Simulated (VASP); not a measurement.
# Ge: relaxation of shape and atoms at fixed volume with PBE

Ge:

```xyz
3
Lattice="4.1122 0.0000 0.0000 -2.0561 3.5613 0.0000 0.0000 0.0000 2.3096" Properties=species:S:1:pos:R:3 pbc="T T T"
Ge    0.0000    0.0000    0.0000
Ge    0.0000    2.3742    1.1548
Ge    2.0561    1.1871    1.1548
```

* Program: VASP 6.6.1
* Task: relaxation of shape and atoms at fixed volume
* Functional: PBE
* Potentials or basis: VASP PAW PBE potentials, release 64 (Ge_d)
* Cutoff: 600 eV
* k mesh: 8 × 8 × 10
* Occupations: fermi-dirac, width 0.08 eV
* Spin: no spin polarisation
* Dipole correction: no
* Further INCAR settings: ALGO = Normal; EDIFF = 1e-06; IBRION = 2; EDIFFG = -0.005; NSW = 50; ISIF = 4

```yaml
Energy_gained_by_relaxing: 17.2 meV/atom
Ionic_steps: 17
Pressure_after_relaxing: 119.2 GPa
Band_gap_on_the_k_mesh: zero (band 21 reaches 17.08 eV, above the bottom of band 22 at 8.10 eV)
```

Stress tensor (GPa, compression positive):
```
119.19   0.00   0.00
  0.00 119.19   0.00
  0.00   0.00 119.26
```

The path:
```csv
step,energy change (eV),largest force (eV/Å),pressure (GPa),volume (Å³)
1,0.0000,0.0000,120.40,33.82
2,-0.0482,0.0000,118.96,33.82
3,-0.0507,0.0000,119.15,33.82
4,-0.0517,0.0000,119.23,33.82
5,-0.0517,0.0000,119.22,33.82
6,-0.0517,0.0000,119.21,33.82
7,-0.0517,0.0000,119.21,33.82
8,-0.0517,0.0000,119.22,33.82
9,-0.0517,0.0000,119.22,33.82
10,-0.0517,0.0000,119.22,33.82
11,-0.0517,0.0000,119.22,33.82
12,-0.0517,0.0000,119.22,33.82
13,-0.0517,0.0000,119.21,33.82
14,-0.0517,0.0000,119.21,33.82
15,-0.0517,0.0000,119.21,33.82
16,-0.0517,0.0000,119.21,33.82
17,-0.0517,0.0000,119.21,33.82
```

Final structure:
```
Ge
1.0
     4.05542    0.00000    0.00000
    -2.02771    3.51210    0.00000
     0.00000    0.00000    2.37469
Ge
3
Direct
  0.00000 0.00000 0.00000
  0.33333 0.66667 0.50000
  0.66667 0.33333 0.50000
```

Levels at points of the mesh, in eV from the Fermi level:
```
           k point  band 19  band 20  band 21  band 22  band 23  band 24
(0.00, 0.00, 0.00)    -5.99    -5.99    -5.91    -5.91     6.58    10.96
(0.50, 0.00, 0.00)    -9.07     2.69     2.83     3.43     3.58     7.08
(0.00, 0.00, 0.50)    -1.27    -1.27    -0.98     0.56     0.56     0.60
(0.50, 0.00, 0.50)    -7.95    -3.31    -2.89    -2.69    -1.03     7.51
```

Wall time 6.4 min on 1 thread of Intel Xeon 8259CL, on a shared host, peak memory 0.19 GiB.
